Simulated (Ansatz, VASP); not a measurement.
**Ta: VASP beside Ansatz**

File INCAR:

```
SYSTEM = Ta
ALGO     = Normal         ! electronic algorithm
EDIFF    = 1E-8           ! SCF threshold, eV
ENCUT    = 520            ! plane-wave cutoff, eV
GGA      = PE             ! functional
ISIF     = 2              ! what is computed and relaxed
ISMEAR   = -1             ! smearing method
LASPH    = .TRUE.         ! aspherical terms in the spheres
LCHARG   = .FALSE.        ! write CHGCAR
LEFG     = .TRUE.       
LREAL    = .FALSE.        ! projectors in reciprocal space
LWAVE    = .FALSE.        ! write WAVECAR
NBANDS   = 12             ! bands
NELM     = 60             ! most SCF steps
PREC     = Accurate       ! precision mode
SIGMA    = 0.08           ! smearing width, eV
```

The input KPOINTS:

```
k-points
0
G
  17 17 17
  0 0 0
```

The input POSCAR:

```
Ta
1.0
   -1.6178577021      1.6178577021      1.6178577021
    1.6178577021     -1.6178577021      1.6178577021
    1.6178577021      1.6178577021     -1.6178577021
Ta
1
Direct
    0.0000000000      0.0000000000      0.0000000000
```

Input for Ansatz:

```yaml
crystal:
  lattice:
    - [-1.6178577021, 1.6178577021, 1.6178577021]
    - [1.6178577021, -1.6178577021, 1.6178577021]
    - [1.6178577021, 1.6178577021, -1.6178577021]
  atoms:
    - { symbol: Ta, position: [0.0, 0.0, 0.0] }
kpoints:
  mp_grid: { grid: [17, 17, 17] }
scf:
  occupations: { method: fermi_dirac, width: 0.08 }
hamiltonian:
  xc: pbe
  pseudopotentials: { kind: all_electron, datasets: crystal }
output:
  forces: true
  stress: true
  eigenvalues: true
  efg: { contact_densities: true }
```

Change from the starting cell: volume scaled by 0.9405, crystal datasets.

Alike in both runs: task electric field gradients; functional PBE; k mesh 17 × 17 × 17; occupations fermi-dirac, width 0.08 eV; no spin polarisation.

```csv
,VASP,Ansatz
version,VASP 6.6.1,Ansatz 0.2.0
potentials or method,"VASP PAW PBE potentials, release 64 (Ta_pv), cutoff 520 eV","all-electron PAW with datasets made for the crystal, scalar-relativistic"
```

```tsv
	VASP	Ansatz	Ansatz less VASP
pressure (GPa)	17.7	17.2	-0.44
```

Ansatz ran all-electron here, and VASP with PAW potentials.

Neither program's run includes spin-orbit coupling.
